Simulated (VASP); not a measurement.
# AlN (P6_3mc) in VASP: single point with HSE06

Aim: the single point of AlN with HSE06.

Everything below comes from runs of VASP 6.6.1. Logs are shortened: lines on timing, memory, paths and dates and some standing lists are left out, and cuts for length are marked.

**Experimental background.**

From “Self-assembly of well-separated AlN nanowires directly on sputtered metallic TiN films”, 2019, arxiv:1910.07391, for a bulk crystal of AlN at 10 K: band gap 6.034 eV (an exciton energy, a little under the gap).

The results are compared with them further down.

## 1. The cell of the first run

It takes space group P6_3mc (No. 186, hexagonal). Conventional cell: a = 3.107 Å, b = 3.107 Å, c = 4.979 Å, α = 90.00°, β = 90.00°, γ = 120.00°. Al (site symmetry 3m) has 4 N at 1.89 to 1.90 Å within 2.5 Å. N (site symmetry 3m) has 4 Al at 1.89 to 1.90 Å within 2.5 Å.

## 2. Single point, HSE06

Input file POSCAR:

```
AlN
1.0
    3.1066945025      0.0000000000      0.0000000000
   -1.5533472512      2.6904763609      0.0000000000
    0.0000000000      0.0000000000      4.9785885509
Al N
2 2
Direct
    0.3333333333      0.6666666667     -0.0007956041
    0.6666666667      0.3333333333      0.4992043959
    0.3333333333      0.6666666667      0.3807956041
    0.6666666667      0.3333333333      0.8807956041
```

Input file INCAR.step1:

```
SYSTEM = AlN
  PREC = Accurate
  ENCUT = 520
  EDIFF = 1E-5
  ISMEAR = 0
  SIGMA = 0.01
  LREAL = .False.
  LASPH = .True.
  NELM = 100
  ALGO = Normal
  ISIF = 2
  LWAVE = .True.
  NBANDS = 16
  GGA = PE
```

Input file INCAR.step2:

```
SYSTEM = AlN
  PREC = Accurate
  ENCUT = 520
  EDIFF = 1E-6
  ISMEAR = 0
  SIGMA = 0.01
  LREAL = .False.
  LASPH = .True.
  NELM = 100
  ALGO = Normal
  ISIF = 2
  LWAVE = .False.
  LCHARG = .True.
  GGA = PE
  LHFCALC = .True.
  HFSCREEN = 0.2079
  PRECFOCK = Normal
  LELF = .True.
  LVHAR = .True.
  NBANDS = 16
  ISTART = 1
```

Input file KPOINTS:

```
regular mesh
0
Gamma
  6 6 4
  0 0 0
```

Potentials or basis: VASP PAW PBE potentials, release 64 (Al, N).

The run is started by

```sh
> cat potpaw_PBE.64/Al/POTCAR potpaw_PBE.64/N/POTCAR > POTCAR
> cp INCAR.step1 INCAR
> mpirun -np 1 vasp_std > vasp.out
> cp INCAR.step2 INCAR
> mpirun -np 1 vasp_std > vasp.out
```

OUTCAR:

```text
SYSTEM = AlN
   PREC = Accurate
   ENCUT = 520
   EDIFF = 1E-6
   ISMEAR = 0
   LREAL = .False.
   LASPH = .True.
   NELM = 100
   ISIF = 2
   GGA = PE
   LHFCALC = .True.
   HFSCREEN = 0.2079
   PRECFOCK = Normal
   ISTART = 1

 ion  position               nearest neighbor table
   1  0.333  0.667  0.999-   4 1.89   4 1.89   4 1.89   3 1.90   2 3.07   2 3.07   2 3.07   2 3.07
                             2 3.07   2 3.07
   2  0.667  0.333  0.499-   3 1.89   3 1.89   3 1.89   4 1.90   1 3.07   1 3.07   1 3.07   1 3.07
                             1 3.07   1 3.07
   3  0.333  0.667  0.381-   2 1.89   2 1.89   2 1.89   1 1.90
   4  0.667  0.333  0.881-   1 1.89   1 1.89   1 1.89   2 1.90

  LATTYP: Found a hexagonal cell.
 ALAT       =     3.1066945025
 C/A-ratio  =     1.6025356040

  Lattice vectors:

 A1 = (   3.1066945025,   0.0000000000,   0.0000000000)
 A2 = (  -1.5533472512,   2.6904763609,   0.0000000000)
 A3 = (   0.0000000000,   0.0000000000,   4.9785885509)

Analysis of symmetry for initial positions (statically):
=====================================================================
 Subroutine PRICEL returns:
 Original cell was already a primitive cell.

 Routine SETGRP: Setting up the symmetry group for a
 hexagonal supercell.

 Subroutine GETGRP returns: Found 12 space group operations
 (whereof  6 operations were pure point group operations)
 out of a pool of 24 trial point group operations.

The static configuration has the point symmetry C_3v.
 The point group associated with its full space group is C_6v.

Analysis of symmetry for dynamics (positions and initial velocities):
=====================================================================
 Subroutine PRICEL returns:
 Original cell was already a primitive cell.

 Routine SETGRP: Setting up the symmetry group for a
 hexagonal supercell.

 Subroutine GETGRP returns: Found 12 space group operations
 (whereof  6 operations were pure point group operations)
 out of a pool of 24 trial point group operations.

The dynamic configuration has the point symmetry C_3v.
 The point group associated with its full space group is C_6v.

 Subroutine INISYM returns: Found 12 space group operations
 (whereof  6 operations are pure point group operations),
 and found     1 'primitive' translations

[... 103 lines left out ...]
   TEBEG  =    0.0;   TEEND  =   0.0 temperature during run
   PSTRESS=    0.0 pullay stress
   NELECT =      16.0000    total number of electrons
   NUPDOWN=      -1.0000    fix difference up-down
   EMIN   =  10.00;   EMAX   =-10.00  energy-range for DOS
   EFERMI =   0.00;   METHOD = LEGACY
   ISMEAR =     0;   SIGMA  =   0.01  broadening in eV -4-tet -1-fermi 0-gaus
   EFERMI_NEDOS =   21; number of points for ismear=-14 and -15
   IALGO  =     38    algorithm
   IMIX   =      1    mixing-type and parameters
     AMIX     =   0.40;   BMIX     =  1.00
     AMIX_MAG =   1.60;   BMIX_MAG =  1.00
  volume/ion in A,a.u.               =      10.40        70.21
  Fermi-wavevector in a.u.,A,eV,Ry     =   1.190429  2.249585 19.281105  1.417121
  Thomas-Fermi vector in A             =   2.326514
   LORBIT       =      0    0 simple, 1 ext, 2 COOP (PROOUT), +10 PAW based schemes
   GGA     = PE    functional components
   LHFCALC =     T    Hartree Fock is set to
   PRECFOCK=normal    Normal, Fast or Accurate (Low or Medium for compatibility)
   ENCUT4O =  -1.0   cutoff for four orbital integrals eV
   NKREDX  =     1    reduce k-point grid by
   NKREDY  =     1    reduce k-point grid by
   NKREDZ  =     1    reduce k-point grid by
   AEXX    =    0.2500 exact exchange contribution
   HFSCREEN=    0.2079 screening length (either q_TF or 0.3 A-1)
   HFSCREENC=   0.2079 screening length for correlation (either q_TF or 0.3 A-1)
   ENCUTFOCK=  -1.0 apply spherical cutoff to Coloumb kernel
   IVDW    =     0    specifies the selected vdW correction
   LEPSILON=     F    determine dielectric tensor
   LRPA    =     F    only Hartree local field effects (RPA)
 non-spin polarized calculation
 Gauss-broadening in eV      SIGMA  =   0.01
  energy-cutoff  :      520.00
  volume of cell :       41.61
 maximum number of plane-waves:      1152
 NGX is ok and might be reduce to    24
  NGX = 18; NGY = 18; NGZ = 28

 number of electron      15.9999996 magnetization

 Free energy of the ion-electron system (eV)
  ---------------------------------------------------
  ext. energy  EPLUGINS =         0.00000000
  ---------------------------------------------------
  free energy    TOTEN  =       -34.89471513 eV

  energy without entropy =      -34.89471513  energy(sigma->0) =      -34.89471513

 E-fermi :   5.3258     XC(G=0):  -9.0083

 val. band max:        5.2768683150   @ k =   0.0000   0.0000   0.0000
 cond. band min:      10.8694205521   @ k =   0.0000   0.0000   0.0000
 fundamental gap:      5.5925522371
 Fermi energy:         5.3258204807

 k-point     1 :       0.0000    0.0000    0.0000
  band No.  band energies     occupation
      1     -11.4462      2.00000
      2      -9.1498      2.00000
      3      -1.2464      2.00000
      4       4.3237      2.00000
      5       4.3237      2.00000
      6       5.0465      2.00000
[... 376 lines left out ...]
      3       0.0147      2.00000
      4       0.0147      2.00000
      5       1.0923      2.00000
      6       1.0923      2.00000
[... 8 lines left out ...]
     15      20.8207      0.00000
     16      20.8207      0.00000

------------------------ aborting loop because EDIFF is reached ----------------------------------------

  FORCE on cell =-STRESS in cart. coord.  units (eV):
  Direction    XX          YY          ZZ          XY          YZ          ZX
  --------------------------------------------------------------------------------------
  -------------------------------------------------------------------------------------
  Total       -0.1937842     -0.1937842     -0.2325311     -0.0000000      0.0000000      0.0000000
  in kB       -7.4609633     -7.4609633     -8.9527729     -0.0000000      0.0000000      0.0000000
  external PRESSURE =      -7.9582332 kB  Pullay stress =       0.0000000 kB

 VOLUME and BASIS-vectors are now :
 -----------------------------------------------------------------------------
  energy-cutoff  :      520.00
  volume of cell :       41.61
      direct lattice vectors                 reciprocal lattice vectors
     3.106694502  0.000000000  0.000000000     0.321885528  0.185840696  0.000000000
    -1.553347251  2.690476361  0.000000000     0.000000000  0.371681392  0.000000000
     0.000000000  0.000000000  4.978588551     0.000000000  0.000000000  0.200860141

 POSITION                                       TOTAL-FORCE (eV/Angst)
 -----------------------------------------------------------------------------------
     -0.00000      1.79365      4.97463         0.000000      0.000000     -0.007649
      1.55335      0.89683      2.48533        -0.000000      0.000000     -0.007649
     -0.00000      1.79365      1.89582        -0.000000      0.000000      0.007649
      1.55335      0.89683      4.38512         0.000000     -0.000000      0.007649
 -----------------------------------------------------------------------------------
    total drift:                                0.000000      0.000000     -0.000764

  FREE ENERGIE OF THE ION-ELECTRON SYSTEM (eV)
  ---------------------------------------------------
  free  energy   TOTEN  =       -34.8947151280 eV

  energy  without entropy=      -34.8947151280  energy(sigma->0) =      -34.89471513
```

Run time: 33 min. Hardware: 1 thread of Intel Xeon Platinum 8259CL at 2.50GHz (Skylake/Cascade Lake), shared host; peak memory 0.26 GiB.

What came out:

- Free energy: -34.8947 eV
- Pressure: -0.8 GPa
- Largest force: 0.008 eV/Å
- Band gap on the k mesh: 5.59 eV

Forces on the atoms (eV/Å):
```
Al   0.000  0.000 -0.008
Al   0.000  0.000 -0.008
N    0.000  0.000  0.008
N    0.000  0.000  0.008
```

Stress tensor (GPa, compression positive):
```
-0.75  0.00  0.00
 0.00 -0.75  0.00
 0.00  0.00 -0.90
```

Caveat: the PAW data sets were made with another functional, which shifts forces and pressure a little.

## 3. Comparison with measurements

Step 2. Against the measured gap of AlN, 6.034 eV (an exciton energy, a little under the gap; 10 K; quoted in “Self-assembly of well-separated AlN nanowires directly on sputtered metallic TiN films”, 2019, arxiv:1910.07391), the calculated 5.59 eV is off by -0.44 eV. 2 values of this kind are on record (6.034 to 6.0343 eV); this one was drawn at random. The value is that of HSE06, without temperature or zero-point motion.
